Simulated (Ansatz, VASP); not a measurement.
# Two plane-wave programs on SiC

INCAR

```
ALGO = Normal
EDIFF = 1E-6
ENCUT = 520
GGA = PE
ISIF = 2
ISMEAR = 0
LASPH = True
LCHARG = False
LREAL = False
LWAVE = False
NBANDS = 11
NELM = 80
PREC = Accurate
SIGMA = 0.02
```

KPOINTS

```
k-points
0
Gamma
  12 12 12
```

POSCAR

```
SiC
1.0
    0.0000000000      2.2097623000      2.2097623000
    2.2097623000      0.0000000000      2.2097623000
    2.2097623000      2.2097623000      0.0000000000
Si C
1 1
Direct
    0.0000000000      0.0000000000      0.0000000000
    0.7500000000      0.7500000000      0.7500000000
```

Input for Ansatz:

```yaml
crystal:
  lattice:
    - [0.0, 2.2097623, 2.2097623]
    - [2.2097623, 0.0, 2.2097623]
    - [2.2097623, 2.2097623, 0.0]
  atoms:
    - { symbol: Si, position: [0.0, 0.0, 0.0] }
    - { symbol: C, position: [0.75, 0.75, 0.75] }
basis:
  ecutwfc: 420
kpoints:
  mp_grid: { grid: [12, 12, 12] }
hamiltonian:
  xc: pbe
scf:
  occupations: { method: gaussian, width: 0.02 }
output:
  forces: true
  stress: true
  eigenvalues: true
```

Alike in both runs: task single point; functional PBE; k mesh 12 × 12 × 12; occupations gaussian, width 0.02 eV; no spin polarisation.

|  | VASP | Ansatz |
| --- | --- | --- |
| version | VASP 6.6.1 | Ansatz 0.2.0 |
| potentials or method | VASP PAW PBE potentials, release 64 (Si, C), cutoff 520 eV | scalar-relativistic, plane waves, PAW |
| valence electrons in the cell | 8 | 8 |

VASP gave:

```
gap on the k mesh at the Fermi level (eV) : 1.39
least direct gap on the mesh (eV)         : 4.50
pressure (GPa)                            : -5.5
```

Question: Estimate Ansatz's values.

Answer: gap on the k mesh at the Fermi level (eV): 1.40; least direct gap on the mesh (eV): 4.50; pressure (GPa): -5.5.

With one functional, cell and mesh, what is left measures potentials, basis and numerics.
